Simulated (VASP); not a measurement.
# MnS (R-3m) in VASP: a series of runs, part 2 of 2

VASP 6.6.1. Earlier steps stand in the parts before.

## (3) Single point, PBE+U, collinear spin, antiferromagnetic start (15.43 Å³/atom)

This run uses another cell than the first one, of 15.43 Å³/atom.

INCAR

```
ALGO = Normal ; EDIFF = 1E-6
ENCUT = 520 ; GGA = PE
ISIF = 2 ; ISMEAR = 0
ISPIN = 2 ; LASPH = True
LCHARG = True ; LDAU = True
LDAUJ = 0 0 ; LDAUL = 2 -1
LDAUPRINT = 1 ; LDAUTYPE = 2
LDAUU = 3.9 0 ; LELF = True
LMAXMIX = 4 ; LORBIT = 11
LREAL = False ; LVHAR = True
LWAVE = False ; MAGMOM = 4.67 -4.67 0 0
NBANDS = 31 ; NELM = 150
PREC = Accurate ; SIGMA = 0.05
```

KPOINTS

```
k-points
0
Gamma
  8 8 8
```

POSCAR

```
MnS
1.0
    1.7654637273      1.0192909584      5.7146776873
   -1.7654637273      1.0192909584      5.7146776873
    0.0000000000     -2.0385819162      5.7146776874
Mn S
2 2
Direct
    0.0000000000      0.0000000000      0.0000000000
    0.5000000000      0.5000000000      0.5000000000
    0.7500000002      0.7500000002      0.7500000002
    0.2499999998      0.2499999998      0.2499999998
```

Potentials or basis: VASP PAW PBE potentials, release 64 (Mn_pv, S).

Started as:

```
$ cat potpaw_PBE.64/Mn_pv/POTCAR potpaw_PBE.64/S/POTCAR > POTCAR
$ mpirun -np 1 vasp_std > vasp.out
```

OUTCAR:

```text
EDIFF = 1E-6
   ENCUT = 520
   GGA = PE
   ISIF = 2
   ISMEAR = 0
   ISPIN = 2
   LASPH = True
   LORBIT = 11
   LREAL = False
   NELM = 150
   PREC = Accurate

 ion  position               nearest neighbor table
   1  0.000  0.000  0.000-   4 2.49   3 2.49   4 2.49   4 2.49   3 2.49   3 2.49
   2  0.500  0.500  0.500-   3 2.49   4 2.49   3 2.49   3 2.49   4 2.49   4 2.49
   3  0.750  0.750  0.750-   2 2.49   2 2.49   2 2.49   1 2.49   1 2.49   1 2.49
   4  0.250  0.250  0.250-   2 2.49   2 2.49   2 2.49   1 2.49   1 2.49   1 2.49

  LATTYP: Found a trigonal (rhomboedric) cell.
 ALAT       =     6.0674011982
 COS(alpha) =     0.8306667796

  Lattice vectors:

 A1 = (   1.7654637273,   1.0192909584,   5.7146776873)
 A2 = (  -1.7654637273,   1.0192909584,   5.7146776873)
 A3 = (   0.0000000000,  -2.0385819162,   5.7146776874)

Analysis of symmetry for initial positions (statically):
[... 1939 lines left out ...]

------------------------ aborting loop because EDIFF is reached ----------------------------------------

  FORCE on cell =-STRESS in cart. coord.  units (eV):
  Direction    XX          YY          ZZ          XY          YZ          ZX
  --------------------------------------------------------------------------------------
  -------------------------------------------------------------------------------------
  Total        6.8083959      6.8083959      6.7870424      0.0000000      0.0000000      0.0000000
  in kB      176.7890748    176.7890748    176.2346020      0.0000000      0.0000000      0.0000000
  external PRESSURE =     176.6042505 kB  Pullay stress =       0.0000000 kB

 VOLUME and BASIS-vectors are now :
 -----------------------------------------------------------------------------
  energy-cutoff  :      520.00
  volume of cell :       61.70
      direct lattice vectors                 reciprocal lattice vectors
     1.765463727  1.019290958  5.714677687     0.283211709  0.163512357  0.058329332
    -1.765463727  1.019290958  5.714677687    -0.283211709  0.163512357  0.058329332
     0.000000000 -2.038581916  5.714677687     0.000000000 -0.327024713  0.058329332

 POSITION                                       TOTAL-FORCE (eV/Angst)
 -----------------------------------------------------------------------------------
      0.00000      0.00000      0.00000         0.000000      0.000000     -0.000000
      0.00000      0.00000      8.57202        -0.000000      0.000000     -0.000000
      0.00000      0.00000     12.85802        -0.000000     -0.000000     -0.000000
      0.00000      0.00000      4.28601        -0.000000     -0.000000      0.000000
 -----------------------------------------------------------------------------------
    total drift:                               -0.000000     -0.000000     -0.000000

  FREE ENERGIE OF THE ION-ELECTRON SYSTEM (eV)
  ---------------------------------------------------
  free  energy   TOTEN  =       -25.5302769755 eV

  energy  without entropy=      -25.5302769755  energy(sigma->0) =      -25.53027698

 total charge

# of ion       s       p       d       tot
------------------------------------------
    1        0.240   6.216   4.969  11.426
    2        0.240   6.216   4.969  11.426
    3        1.322   2.516   0.000   3.837
    4        1.322   2.516   0.000   3.837
--------------------------------------------------
tot          3.124  17.463   9.939  30.526

 magnetization (x)

# of ion       s       p       d       tot
------------------------------------------
    1        0.020   0.021   4.361   4.402
    2       -0.020  -0.021  -4.361  -4.402
    3        0.000   0.000   0.000   0.000
    4        0.000   0.000   0.000   0.000
--------------------------------------------------
tot          0.000   0.000   0.000   0.000
```

Run time: 16 min. Hardware: 1 thread of Intel Xeon 8259CL, shared host; peak memory 0.51 GiB.

What came out:

```yaml
Free_energy: -25.5303 eV
Pressure: 17.7 GPa
Band_gap_on_the_k_mesh: 1.85 eV
Net_moment: 0.00 μB per cell
Site_moments: Mn +4.40, -4.40; S +0.00 μB
Valence_electrons_inside_the_program's_atomic_spheres: Mn 11.43; S 3.84
```

Levels at points of the mesh, in eV from the valence-band top:
Spin up:
```csv
k point,band 16,band 17,band 18,band 19,band 20,band 21,band 22,band 23
"(0.00, 0.00, 0.00)",-1.25,-1.08,-1.08,-0.99,2.86,2.86,2.99,3.78
"(0.50, 0.00, 0.00)",-3.19,-2.95,-1.27,-0.92,1.96,3.42,3.77,4.03
"(0.50, 0.50, 0.00)",-2.98,-2.90,-1.01,-0.57,1.85,2.49,3.80,3.87
"(0.50, 0.50, 0.50)",-2.20,-2.20,0.00,0.00,2.53,2.70,2.70,3.80
```
Spin down:
| k point | band 16 | band 17 | band 18 | band 19 | band 20 | band 21 | band 22 | band 23 |
| --- | --- | --- | --- | --- | --- | --- | --- | --- |
| (0.00, 0.00, 0.00) | -1.25 | -1.08 | -1.08 | -0.99 | 2.86 | 2.86 | 2.99 | 3.78 |
| (0.50, 0.00, 0.00) | -3.19 | -2.95 | -1.27 | -0.92 | 1.96 | 3.42 | 3.77 | 4.03 |
| (0.50, 0.50, 0.00) | -2.98 | -2.90 | -1.01 | -0.57 | 1.85 | 2.49 | 3.80 | 3.87 |
| (0.50, 0.50, 0.50) | -2.20 | -2.20 | 0.00 | 0.00 | 2.53 | 2.70 | 2.70 | 3.80 |

Eigenvalues of the final occupation matrices:
```
    site  spin  trace               eigenvalues
site 1 d     1   4.68  0.93 0.93 0.93 0.95 0.95
site 1 d     2   0.31  0.02 0.02 0.02 0.12 0.12
site 2 d     1   0.31  0.02 0.02 0.02 0.12 0.12
site 2 d     2   4.68  0.93 0.93 0.93 0.95 0.95
```

Caveat: the cell stands under pressure.
